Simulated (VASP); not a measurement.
HfO2, 12 atoms in the cell. It takes space group P2_1/c (No. 14, monoclinic). The conventional cell has a = 5.152 Å, b = 5.220 Å, c = 5.319 Å, α = 90.00°, β = 99.35°, γ = 90.00°. Hf (site symmetry 1) has 7 O at 2.05 to 2.26 Å within 2.7 Å. O (site symmetry 1) has 4 Hf at 2.15 to 2.26 Å and 8 O at 2.55 to 3.01 Å within 3.1 Å. O (site symmetry 1) has 3 Hf at 2.05 to 2.15 Å and 9 O at 2.55 to 3.01 Å within 3.1 Å. 

```yaml
Program: VASP 6.6.1
Task: single point
Functional: PBE
Potentials_or_basis: VASP PAW PBE potentials, release 64 (Hf_pv, O)
Cutoff: 520 eV
k_mesh: 6 × 6 × 6
Occupations: fermi-dirac, width 0.02 eV
Spin: no spin polarisation
Dipole_correction: no
Further_INCAR_settings: ALGO = Normal; EDIFF = 1e-06; NBANDS = 56
```

Potentials or basis: VASP PAW PBE potentials, release 64 (Hf_pv, O).

Command:

```sh
$ cat potpaw_PBE.64/Hf_pv/POTCAR potpaw_PBE.64/O/POTCAR > POTCAR
$ mpirun -np 1 vasp_std > vasp.out
```

Hardware: 1 thread of Intel(R) Xeon(R) Platinum 8259CL CPU @ 2.50GHz (Skylake/Cascade Lake), with other jobs on the host.

Question: How long does it take, and how much memory?

Answer: Wall time 8.8 min on 1 thread of Intel(R) Xeon(R) Platinum 8259CL CPU @ 2.50GHz (Skylake/Cascade Lake), with other jobs on the host, peak memory 0.56 GiB. Counts: scf iterations 16, k points 80.
